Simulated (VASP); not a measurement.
CdF2: relaxation of cell and atoms with PBEsol

The system is CdF2.

```
CELL_PARAMETERS angstrom
0.00000 2.69400 2.69400
2.69400 0.00000 2.69400
2.69400 2.69400 0.00000
ATOMIC_POSITIONS crystal
Cd 0.00000 0.00000 0.00000
F 0.25000 0.25000 0.25000
F 0.75000 0.75000 0.75000
```

```
Program                : VASP 6.6.1
Task                   : relaxation of cell and atoms
Functional             : PBEsol
Potentials or basis    : VASP PAW PBE potentials, release 64 (Cd, F)
Cutoff                 : 600 eV
k mesh                 : 14 × 14 × 14
Occupations            : fermi-dirac, width 0.1 eV
Spin                   : no spin polarisation
Dipole correction      : no
Further INCAR settings : ALGO = Normal; EDIFF = 1e-06; IBRION = 2; EDIFFG = -0.002; NSW = 100; ISIF = 3
```

* Relaxed volume: 13.08 Å³/atom
* Relaxed cell: a = 3.814 Å, b = 3.814 Å, c = 3.814 Å, α = 60.00°, β = 60.00°, γ = 60.00°
* Space group after relaxing (to 0.1 Å): Fm-3m (No. 225)
* Energy gained by relaxing: 0.1 meV/atom
* Ionic steps: 3
* Pressure after relaxing: 0.0 GPa
* Band gap on the k mesh: 2.90 eV (least direct gap 3.39 eV)

Step by step:
| step | energy change (eV) | largest force (eV/Å) | pressure (GPa) | volume (Å³) |
| --- | --- | --- | --- | --- |
| 1 | 0.0000 | 0.0000 | 0.40 | 39.10 |
| 2 | -0.0001 | 0.0000 | -0.16 | 39.29 |
| 3 | -0.0002 | 0.0000 | 0.00 | 39.23 |

Final structure:
```cif
data_structure
_symmetry_space_group_name_H-M 'P 1'
_symmetry_Int_Tables_number 1
_cell_length_a 3.8141
_cell_length_b 3.8141
_cell_length_c 3.8141
_cell_angle_alpha 60.000
_cell_angle_beta 60.000
_cell_angle_gamma 60.000
_cell_volume 39.23
loop_
_atom_site_label
_atom_site_type_symbol
_atom_site_fract_x
_atom_site_fract_y
_atom_site_fract_z
_atom_site_occupancy
Cd1 Cd 0.00000 0.00000 0.00000 1
F1 F 0.25000 0.25000 0.25000 1
F2 F 0.75000 0.75000 0.75000 1
```

Levels at points of the mesh, in eV from the valence-band top:
| k point | band 11 | band 12 | band 13 | band 14 | band 15 | band 16 |
| --- | --- | --- | --- | --- | --- | --- |
| (0.00, 0.00, 0.00) | -0.49 | -0.49 | -0.49 | 2.90 | 12.49 | 12.49 |
| (0.50, 0.00, 0.00) | -1.86 | -0.39 | -0.39 | 7.04 | 8.97 | 14.29 |
| (0.50, 0.50, 0.00) | -0.50 | -0.09 | -0.09 | 7.86 | 9.45 | 11.69 |

It took 83 s on 1 thread of AMD EPYC 9R45 (Zen 5), with other jobs on the host, peak memory 0.2 GiB.

Caveat: the PAW data sets were made with another functional, which shifts forces and pressure a little. Zero-point motion and thermal expansion aren't in these numbers.
